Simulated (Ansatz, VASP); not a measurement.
Te4Mo5: VASP beside Ansatz

```
CELL_PARAMETERS angstrom
0.00000 0.00000 3.81384
5.13837 -5.13837 1.90692
5.13837 5.13837 -1.90692
ATOMIC_POSITIONS crystal
Te 0.27970 0.77920 0.33860
Te 0.05890 0.66140 0.77920
Te 0.72030 0.22080 0.66140
Te 0.94110 0.33860 0.22080
Mo 0.00000 0.00000 0.00000
Mo 0.37520 0.93920 0.68960
Mo 0.31440 0.31040 0.93920
Mo 0.62480 0.06080 0.31040
Mo 0.68560 0.68960 0.06080
```

Alike in both runs: task single point; functional LDA; k mesh 5 × 5 × 5; occupations fermi-dirac, width 0.0217 eV; no spin polarisation; Hubbard terms Mo d U = 1.28 eV.

|  | VASP | Ansatz |
| --- | --- | --- |
| version | VASP 6.6.1 | Ansatz 0.2.0 |
| potentials or method | VASP PAW LDA potentials, release 64 (Te, Mo_sv), cutoff 520 eV | PAW plane waves |
| valence electrons in the cell | 94 | 134 |

```tsv
	VASP	Ansatz	Ansatz less VASP
gap on the k mesh at the Fermi level (eV)	none	none	-
pressure (GPa)	-14.9	-15.9	-0.98
traceless stress, the component that is largest in VASP (GPa)	0.90	0.94	+0.038
rms of the force components (eV/Å)	0.503	0.533	+0.0299
```

LDA's correlation is that of Perdew and Zunger in VASP and of Perdew and Wang (1992) in Ansatz. The programs project onto different local orbitals, so the same U acts differently, and such runs can settle in different states. Atom by atom the forces differ by 0.037 eV/Å (rms over components). A gap of «none» marks a metal or a gap that the smearing closes. VASP's potentials hold 94 valence electrons a cell and Ansatz's 134, so a difference there can come from the potentials and not from the codes. Ansatz's warnings: filled band counts differ across k points.

Neither program's run includes spin-orbit coupling.
